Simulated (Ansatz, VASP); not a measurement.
## LiRu12 in VASP and in Ansatz

```
CELL_PARAMETERS angstrom
5.40000 0.00000 0.00000
-4.05000 7.01481 0.00000
0.00000 0.00000 4.27680
ATOMIC_POSITIONS crystal
Ru 0.97139 0.98770 0.02925
Ru 0.15567 0.23261 0.47135
Ru 0.00477 0.33779 0.98389
Ru 0.16721 0.55677 0.50937
Ru 0.99830 0.66578 0.98617
Ru 0.15180 0.86853 0.47040
Ru 0.51185 0.99141 0.02728
Ru 0.69300 0.23380 0.47528
Ru 0.51476 0.35151 0.02674
Ru 0.66743 0.55629 0.51254
Ru 0.49854 0.66502 0.99011
Ru 0.66108 0.88414 0.51691
Li 0.32703 0.10815 0.74864
```

Alike in both runs: functional r2SCAN; dispersion D3(BJ); k mesh 2 × 2 × 3; occupations fermi-dirac, width 0.1 eV; no spin polarisation.

Ansatz relaxed the structure, and its values are those at the end. VASP's run is a single point on that final structure, the one shown.

```csv
,VASP,Ansatz
version,VASP 6.6.1,Ansatz 0.2.0
potentials or method,"VASP PAW PBE potentials, release 64 (Ru_pv, Li_sv), cutoff 520 eV","scalar-relativistic, plane waves, PAW"
valence electrons in the cell,171,195
```

```csv
,VASP,Ansatz,Ansatz less VASP
rms of the force components (eV/Å),0.045,0.030,-0.0157
```

VASP's potentials were made for PBE, not for r2SCAN. VASP's potentials hold 171 valence electrons a cell and Ansatz's 195, so a difference there can come from the potentials and not from the codes. Ansatz's warnings: dispersion damping borrowed.

The k mesh is coarse, so the values compare programs but aren't converged. Noted on VASP's run: the cutoff is under 1.25 times that of the potentials, so the pressure is a little rough.
